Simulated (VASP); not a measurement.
# W (Fd-3m) in VASP: further runs, part 2 of 2

VASP 6.6.1. Earlier steps stand in the parts before.

### Step 3. Single point, PBEsol

The input, INCAR:

```
ALGO = Normal ; EDIFF = 1E-7
ENCUT = 520 ; GGA = PS
ISIF = 2 ; ISMEAR = -1
LASPH = True ; LCHARG = False
LREAL = False ; LWAVE = False
NBANDS = 21 ; NELM = 60
PREC = Accurate ; SIGMA = 0.1
```

The input, KPOINTS:

```
k-points
0
Gamma
  14 14 14
```

The input, POSCAR:

```
W
1.0
    0.0000000000      2.8789574376      2.8789574376
    2.8789574376      0.0000000000      2.8789574376
    2.8789574376      2.8789574376      0.0000000000
W
2
Direct
   -0.1250000000     -0.1250000000     -0.1250000000
    0.1250000000      0.1250000000      0.1250000000
```

Potentials or basis: VASP PAW PBE potentials, release 64 (W_sv).

Launch:

```console
> cat potpaw_PBE.64/W_sv/POTCAR > POTCAR
> mpirun -np 1 vasp_std > vasp.out
```

Run time: 66 s. Hardware: 1 thread of Intel Xeon Platinum 8488C (Sapphire Rapids), shared host; peak memory 0.21 GiB.

Results (log left out):

```yaml
Free_energy: -21.9932 eV
Pressure: 0.7 GPa
Band_gap_on_the_k_mesh: zero (band 14 reaches 5.98 eV, above the bottom of band 15 at 4.99 eV)
```

Levels at points of the mesh, in eV from the Fermi level:
```csv
k point,band 10,band 11,band 12,band 13,band 14,band 15,band 16,band 17,band 18,band 19
"(0.00, 0.00, 0.00)",-1.99,-1.99,-1.12,-1.12,-1.12,1.58,1.58,1.58,5.49,5.49
"(0.50, 0.00, 0.00)",-1.98,-1.77,-1.77,-1.30,-1.30,-0.39,2.79,2.79,4.45,4.45
"(0.50, 0.50, 0.00)",-2.92,-1.28,-1.28,-1.22,-1.22,1.07,1.07,4.74,4.74,4.83
```

Caveat: the PAW data sets were made with another functional, which shifts forces and pressure a little; spin-orbit coupling is left out, which moves the levels of the heavy elements.

### Step 4. Single point, PBEsol (volume scaled by 0.45)

The input, INCAR:

```
SYSTEM = W
PREC = Accurate
ENCUT = 520
EDIFF = 1E-7
ISMEAR = -1
SIGMA = 0.1
LREAL = .False.
LASPH = .True.
NELM = 60
ALGO = Normal
ISIF = 2
LWAVE = .False.
LCHARG = .False.
GGA = PS
NBANDS = 21
```

The input, KPOINTS:

```
Automatic mesh
0
Gamma
  14 14 14
  0 0 0
```

The input, POSCAR:

```
W
1.0
    0.0000000000      2.2061722399      2.2061722399
    2.2061722399      0.0000000000      2.2061722399
    2.2061722399      2.2061722399      0.0000000000
W
2
Direct
   -0.1250000000     -0.1250000000     -0.1250000000
    0.1250000000      0.1250000000      0.1250000000
```

Launch:

```console
> cat potpaw_PBE.64/W_sv/POTCAR > POTCAR
> mpirun -np 1 vasp_std > vasp.out
```

Wall time 33 s (1 thread of Intel Xeon Platinum 8259CL at 2.50GHz (Skylake/Cascade Lake), shared host); peak memory 0.16 GiB.

It converged, with:

```yaml
Free_energy: 0.6323 eV
Pressure: 547.3 GPa
Band_gap_on_the_k_mesh: zero (band 14 reaches 18.06 eV, above the bottom of band 15 at 15.90 eV)
```

Levels at points of the mesh, in eV from the Fermi level:
| k point | band 12 | band 13 | band 14 | band 15 | band 16 | band 17 |
| --- | --- | --- | --- | --- | --- | --- |
| (0.00, 0.00, 0.00) | -3.08 | -3.08 | -3.08 | 3.54 | 3.54 | 3.54 |
| (0.50, 0.00, 0.00) | -5.22 | -5.15 | -5.15 | 2.06 | 6.57 | 6.57 |
| (0.50, 0.50, 0.00) | -5.12 | -1.17 | -1.17 | 2.57 | 2.57 | 8.94 |

Caveat: the PAW data sets were made with another functional, which shifts forces and pressure a little; spin-orbit coupling is left out, which moves the levels of the heavy elements.

### Step 5. Single point, PBEsol (volume scaled by 0.52)

The input, INCAR:

```
SYSTEM = W
PREC = Accurate
ENCUT = 520
EDIFF = 1E-6
ISMEAR = -1
SIGMA = 0.1
LREAL = .FALSE.
LASPH = .TRUE.
NELM = 60
ALGO = Normal
ISIF = 2
LWAVE = .FALSE.
LCHARG = .FALSE.
GGA = PS
NBANDS = 21
```

The input, KPOINTS:

```
Automatic mesh
0
G
  14 14 14
  0 0 0
```

The input, POSCAR:

```
W
1.0
    0.0000000000      2.3150996654      2.3150996654
    2.3150996654      0.0000000000      2.3150996654
    2.3150996654      2.3150996654      0.0000000000
W
2
Direct
   -0.1250000000     -0.1250000000     -0.1250000000
    0.1250000000      0.1250000000      0.1250000000
```

Potentials or basis: VASP PAW PBE potentials, release 64 (W_sv).

Launch:

```console
> cat potpaw_PBE.64/W_sv/POTCAR > POTCAR
> mpirun -np 1 vasp_std > vasp.out
```

OUTCAR:

```text
SYSTEM = W
   PREC = Accurate
   ENCUT = 520
   EDIFF = 1E-6
   ISMEAR = -1
   LREAL = .FALSE.
   LASPH = .TRUE.
   NELM = 60
   ISIF = 2
   GGA = PS

 ion  position               nearest neighbor table
   1  0.875  0.875  0.875-   2 2.00   2 2.00   2 2.00   2 2.00
   2  0.125  0.125  0.125-   1 2.00   1 2.00   1 2.00   1 2.00

  LATTYP: Found a face centered cubic cell.
 ALAT       =     4.6301993308

  Lattice vectors:

 A1 = (   0.0000000000,   2.3150996654,   2.3150996654)
 A2 = (   2.3150996654,   0.0000000000,   2.3150996654)
 A3 = (   2.3150996654,   2.3150996654,   0.0000000000)

Analysis of symmetry for initial positions (statically):
=====================================================================
 Subroutine PRICEL returns:
 Original cell was already a primitive cell.

 Routine SETGRP: Setting up the symmetry group for a
 face centered cubic supercell.

 Subroutine GETGRP returns: Found 48 space group operations
 (whereof 12 operations were pure point group operations)
 out of a pool of 48 trial point group operations.

The static configuration has the point symmetry D_3d.
 The point group associated with its full space group is O_h .

Analysis of symmetry for dynamics (positions and initial velocities):
=====================================================================
 Subroutine PRICEL returns:
 Original cell was already a primitive cell.

 Routine SETGRP: Setting up the symmetry group for a
 face centered cubic supercell.

 Subroutine GETGRP returns: Found 48 space group operations
 (whereof 12 operations were pure point group operations)
 out of a pool of 48 trial point group operations.

The dynamic configuration has the point symmetry D_3d.
 The point group associated with its full space group is O_h .

 Subroutine INISYM returns: Found 48 space group operations
[... 102 lines left out ...]
   NFREE  =      0    steps in history (QN), initial steepest desc. (CG)
   ISIF   =      2    stress and relaxation
   ISYM   =      2    0-nonsym 1-usesym 2-fastsym
   POTIM  = 0.5000    time-step for ionic-motion
   TEBEG  =    0.0;   TEEND  =   0.0 temperature during run
   PSTRESS=    0.0 pullay stress
   NELECT =      28.0000    total number of electrons
   NUPDOWN=      -1.0000    fix difference up-down
   EMIN   =  10.00;   EMAX   =-10.00  energy-range for DOS
   EFERMI =   0.00;   METHOD = LEGACY
   ISMEAR =    -1;   SIGMA  =   0.10  broadening in eV -4-tet -1-fermi 0-gaus
   EFERMI_NEDOS =   21; number of points for ismear=-14 and -15
   IALGO  =     38    algorithm
   IMIX   =      4    mixing-type and parameters
     AMIX     =   0.40;   BMIX     =  1.00
     AMIX_MAG =   1.60;   BMIX_MAG =  1.00
  volume/ion in A,a.u.               =      12.41        83.73
  Fermi-wavevector in a.u.,A,eV,Ry     =   1.704307  3.220673 39.520329  2.904662
  Thomas-Fermi vector in A             =   2.783734
   LORBIT       =      0    0 simple, 1 ext, 2 COOP (PROOUT), +10 PAW based schemes
   GGA     = PS    functional components
   LHFCALC =     F    Hartree Fock is set to
   AEXX    =    0.0000 exact exchange contribution
   IVDW    =     0    specifies the selected vdW correction
   LEPSILON=     F    determine dielectric tensor
   LRPA    =     F    only Hartree local field effects (RPA)
 non-spin polarized calculation
  energy-cutoff  :      520.00
  volume of cell :       24.82
 maximum number of plane-waves:       692
   NGX = 13   NGY = 13   NGZ = 13

 number of electron      28.0000006 magnetization

 Free energy of the ion-electron system (eV)
  ---------------------------------------------------
  ext. energy  EPLUGINS =         0.00000000
  ---------------------------------------------------
  free energy    TOTEN  =        -8.36205550 eV

  energy without entropy =       -8.33065587  energy(sigma->0) =       -8.34635569

 E-fermi :  14.6313     XC(G=0): -14.7075

 val. band max:       14.6276349583   @ k =   0.4286   0.1429   0.0714
 cond. band min:      14.6355662474   @ k =  -0.3571   0.4286   0.0714
 fundamental gap:      0.0079312891
 Fermi energy:        14.6313149713

 k-point     1 :       0.0000    0.0000    0.0000
  band No.  band energies     occupation
      1     -60.6695      2.00000
      2     -57.3782      2.00000
      3     -26.2750      2.00000
      4     -26.2750      2.00000
      5     -26.2750      2.00000
      6     -21.9230      2.00000
[... 565 lines left out ...]
     20      27.0380      0.00000
     21      30.2904      0.00000

 [... further k-points ...]
[... 5 lines left out ...]
  --------------------------------------------------------------------------------------
  -------------------------------------------------------------------------------------
  Total       51.6697485     51.6697485     51.6697485      0.0000000      0.0000000      0.0000000
  in kB     3335.8603194   3335.8603194   3335.8603194      0.0000000      0.0000000      0.0000000
  external PRESSURE =    3335.8603194 kB  Pullay stress =       0.0000000 kB

 VOLUME and BASIS-vectors are now :
 -----------------------------------------------------------------------------
  energy-cutoff  :      520.00
  volume of cell :       24.82
      direct lattice vectors                 reciprocal lattice vectors
     0.000000000  2.315099665  2.315099665    -0.215973423  0.215973423  0.215973423
     2.315099665  0.000000000  2.315099665     0.215973423 -0.215973423  0.215973423
     2.315099665  2.315099665  0.000000000     0.215973423  0.215973423 -0.215973423

 POSITION                                       TOTAL-FORCE (eV/Angst)
 -----------------------------------------------------------------------------------
      4.05142      4.05142      4.05142         0.000000     -0.000000      0.000000
      0.57877      0.57877      0.57877        -0.000000      0.000000     -0.000000
 -----------------------------------------------------------------------------------
    total drift:                                0.000000      0.000000      0.000000

  FREE ENERGIE OF THE ION-ELECTRON SYSTEM (eV)
  ---------------------------------------------------
  free  energy   TOTEN  =        -8.3620555031 eV

  energy  without entropy=       -8.3306558715  energy(sigma->0) =       -8.34635569
```

Run time: 31 s. Hardware: 1 thread of Intel Xeon Platinum 8259CL at 2.50GHz (Skylake/Cascade Lake), shared host; peak memory 0.17 GiB.

Results:

- Free energy: -8.3621 eV
- Pressure: 333.6 GPa
- Band gap on the k mesh: zero (band 14 reaches 15.05 eV, above the bottom of band 15 at 13.54 eV)

Caveat: the PAW data sets were made with another functional, which shifts forces and pressure a little; spin-orbit coupling is left out, which moves the levels of the heavy elements.

### Step 6. The runs side by side

| cell | gap on the mesh (eV) | pressure (GPa) |
| --- | --- | --- |
| a = 4.071 Å, angles 60.0°, 2 atoms | none | 0.7 |
| a = 3.120 Å, angles 60.0°, 2 atoms | none | 547.3 |
| a = 3.274 Å, angles 60.0°, 2 atoms | none | 333.6 |

Alike in all rows: task single point; level PBEsol; potentials or basis VASP PAW PBE potentials, release 64 (W_sv); no spin polarisation; k mesh 14 × 14 × 14; cutoff (eV) 520; smearing fermi-dirac 0.1 eV.

Caveats: the PAW data sets were made with another functional, which shifts forces and pressure a little; spin-orbit coupling is left out, which moves the levels of the heavy elements.

Absolute energies hang on the potentials; compare differences alone.
